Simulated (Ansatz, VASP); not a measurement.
# SiGe4: VASP beside Ansatz

```
CELL_PARAMETERS angstrom
3.16865 0.00000 0.00000
-1.58432 2.74413 0.00000
0.00000 0.00000 21.52946
ATOMIC_POSITIONS crystal
Si 0.33333 0.66667 0.95965
Si 0.66667 0.33333 0.04035
Ge 0.33333 0.66667 0.76226
Ge 0.33333 0.66667 0.13336
Ge 0.33333 0.66667 0.34164
Ge 0.33333 0.66667 0.55341
Ge 0.66667 0.33333 0.86664
Ge 0.66667 0.33333 0.23774
Ge 0.66667 0.33333 0.44659
Ge 0.66667 0.33333 0.65836
```

Alike in both runs: functional PBE; k mesh 6 × 6 × 1; occupations gaussian, width 0.1 eV; no spin polarisation.

Ansatz relaxed the structure, and its values are those at the end. VASP's run is a single point on that final structure, the one shown.

```csv
,VASP,Ansatz
version,VASP 6.6.1,Ansatz 0.2.0
potentials or method,"VASP PAW PBE potentials, release 64 (Si, Ge_d), cutoff 520 eV","scalar-relativistic, plane waves, PAW"
valence electrons in the cell,120,120
```

Ansatz gave:

```
gap on the k mesh at the Fermi level (eV) : none
pressure (GPa)                            : -0.1
rms of the force components (eV/Å)        : 0.013
```

Estimate VASP's values.

gap on the k mesh at the Fermi level (eV): none; pressure (GPa): -0.1; rms of the force components (eV/Å): 0.014.

A gap of «none» marks a metal or a gap that the smearing closes.

The k mesh is coarse, so the values compare programs but aren't converged.
